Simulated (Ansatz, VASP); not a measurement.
Al2Pt in VASP and in Ansatz

File INCAR:

```
PREC = Accurate
ENCUT = 600
EDIFF = 1E-6
ISMEAR = -1
SIGMA = 0.1
LREAL = False
LASPH = True
NELM = 60
ALGO = Normal
ISIF = 3
LWAVE = False
LCHARG = False
GGA = PS
IBRION = 2
NSW = 80
EDIFFG = -0.01
```

KPOINTS

```
Automatic mesh
0
Gamma
  9 9 9
```

The input POSCAR:

```
Al2Pt
1.0
    0.0000000000      2.9550000000      2.9550000000
    2.9550000000      0.0000000000      2.9550000000
    2.9550000000      2.9550000000      0.0000000000
Al Pt
2 1
Direct
    0.2500000000      0.2500000000      0.2500000000
    0.7500000000      0.7500000000      0.7500000000
    0.0000000000      0.0000000000      0.0000000000
```

Input for Ansatz:

```yaml
crystal:
  lattice:
    - [0.0, 2.955, 2.955]
    - [2.955, 0.0, 2.955]
    - [2.955, 2.955, 0.0]
  atoms:
    - { symbol: Al, position: [0.25, 0.25, 0.25] }
    - { symbol: Al, position: [0.75, 0.75, 0.75] }
    - { symbol: Pt, position: [0.0, 0.0, 0.0] }
  symmetry: { tolerance: 0.0003 }
hamiltonian:
  xc: pbesol
  pseudopotentials: { kind: paw, azcp: { folder: soft_1 } }
basis:
  ecutwfc: 420
magnetization:
  spin_polarized: false
scf:
  occupations: { method: fermi_dirac, width: 0.1 }
kpoints:
  mp_grid: { grid: [9, 9, 9], shift: [0, 0, 0] }
output:
  forces: true
  stress: true
  eigenvalues: true
relax:
  max_steps: 60
  cell: {}
```

Alike in both runs: task relaxation of cell and atoms; functional PBEsol; k mesh 9 × 9 × 9; occupations fermi-dirac, width 0.1 eV; no spin polarisation.

|  | VASP | Ansatz |
| --- | --- | --- |
| version | VASP 6.6.1 | Ansatz 0.2.0 |
| potentials or method | VASP PAW PBE potentials, release 64 (Al, Pt), cutoff 600 eV | PAW plane waves |
| valence electrons in the cell | 16 | 24 |

|  | VASP | Ansatz | Ansatz less VASP |
| --- | --- | --- | --- |
| gap on the k mesh at the Fermi level, each at its own relaxed structure (eV) | none | none | - |
| relaxed volume (Å³/atom) | 17.08 | 17.08 | +0.001 |
| relaxed length of the cell vector where the two differ most in proportion (Å) | 4.169 | 4.169 | +0.0001 |

VASP's potentials were made for PBE, not for PBEsol, and Ansatz warns of the same on its side. A gap of «none» marks a metal or a gap that the smearing closes. VASP's potentials hold 16 valence electrons a cell and Ansatz's 24, so a difference there can come from the potentials and not from the codes.

Spin-orbit coupling is off throughout.
